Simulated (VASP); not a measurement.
ZrC: single point with PBE

The system is ZrC.

```
CELL_PARAMETERS angstrom
0.00000 2.25611 2.25611
2.25611 0.00000 2.25611
2.25611 2.25611 0.00000
ATOMIC_POSITIONS crystal
Zr 0.50000 0.50000 0.50000
C 0.00000 0.00000 0.00000
```

```json
{"Program": "VASP 6.6.1", "Task": "single point", "Functional": "PBE", "Potentials or basis": "VASP PAW PBE potentials, release 64 (Zr_sv, C)", "Cutoff": "520 eV", "k mesh": "20 × 20 × 20", "Occupations": "gaussian, width 0.1 eV", "Spin": "no spin polarisation"}
```

```
Pressure               : 37.1 GPa
Band gap on the k mesh : zero (bands 8 and 9 overlap by 1.35 eV)
```

Levels at points of the mesh, in eV from the Fermi level:
| k point | band 4 | band 5 | band 6 | band 7 | band 8 | band 9 | band 10 | band 11 | band 12 | band 13 |
| --- | --- | --- | --- | --- | --- | --- | --- | --- | --- | --- |
| (0.00, 0.00, 0.00) | -25.29 | -11.75 | 0.92 | 0.92 | 0.92 | 1.08 | 1.08 | 1.08 | 3.13 | 3.13 |
| (0.50, 0.00, 0.00) | -25.40 | -8.02 | -5.82 | -3.41 | -3.41 | 5.15 | 5.15 | 6.10 | 7.05 | 11.63 |
| (0.50, 0.50, 0.00) | -25.72 | -10.73 | -2.23 | -1.82 | 0.18 | 0.18 | 5.09 | 6.56 | 6.56 | 9.59 |

It took 56 s on 1 thread of Intel(R) Xeon(R) Platinum 8259CL CPU @ 2.50GHz (Skylake/Cascade Lake) (shared host), peak memory 0.21 GiB.

Caveat: the cell stands under pressure.
